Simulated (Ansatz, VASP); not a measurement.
# Two plane-wave programs on Cl

The input INCAR:

```
PREC = Accurate
ENCUT = 520
EDIFF = 1E-7
ISMEAR = -1
SIGMA = 0.05
LREAL = False
LASPH = True
NELM = 60
ALGO = Normal
ISIF = 2
LWAVE = False
LCHARG = False
GGA = RP
NBANDS = 22
```

Contents of KPOINTS:

```
regular mesh
0
Gamma
  6 6 3
```

Contents of POSCAR:

```
Cl
1.0
    3.9674298018     -2.6259016691      0.0000000000
    3.9674298018      2.6259016691      0.0000000000
    0.0000000000      0.0000000000      9.2085815755
Cl
4
Direct
    0.9042803312      0.0957196688      0.0931923605
    0.5957196688      0.4042803312      0.5931923605
    0.0957196688      0.9042803312      0.9068076395
    0.4042803312      0.5957196688      0.4068076395
```

Input for Ansatz:

```yaml
crystal:
  lattice:
    - [3.9674298018, -2.6259016691, 0.0]
    - [3.9674298018, 2.6259016691, 0.0]
    - [0.0, 0.0, 9.2085815755]
  atoms:
    - { symbol: Cl, position: [0.9042803312, 0.0957196688, 0.0931923605] }
    - { symbol: Cl, position: [0.5957196688, 0.4042803312, 0.5931923605] }
    - { symbol: Cl, position: [0.0957196688, 0.9042803312, 0.9068076395] }
    - { symbol: Cl, position: [0.4042803312, 0.5957196688, 0.4068076395] }
hamiltonian:
  xc: rpbe
  pseudopotentials:
    kind: paw
    azcp:
      Cl: "pseudopotentials/Cl.paw.azcp"
basis:
  ecutwfc: 420
  fft_grid_basis: typed
kpoints:
  mp_grid: { grid: [6, 6, 3], shift: [0, 0, 0] }
magnetization:
  spin_polarized: false
scf:
  occupations: { method: fermi_dirac, width: 0.05 }
  lower_state_search: "off"
output:
  stress: true
```

Alike in both runs: task single point; functional RPBE; k mesh 6 × 6 × 3; occupations fermi-dirac, width 0.05 eV; no spin polarisation.

```csv
,VASP,Ansatz
version,VASP 6.6.1,Ansatz 0.2.0
potentials or method,"VASP PAW PBE potentials, release 64 (Cl), cutoff 520 eV","plane waves (420 eV) with PAW, scalar-relativistic"
valence electrons in the cell,28,28
```

```tsv
	VASP	Ansatz	Ansatz less VASP
pressure (GPa)	0.3	0.6	+0.29
traceless stress, the component that is largest in VASP (GPa)	0.38	0.70	+0.317
```

VASP's potentials were made for PBE, not for RPBE.
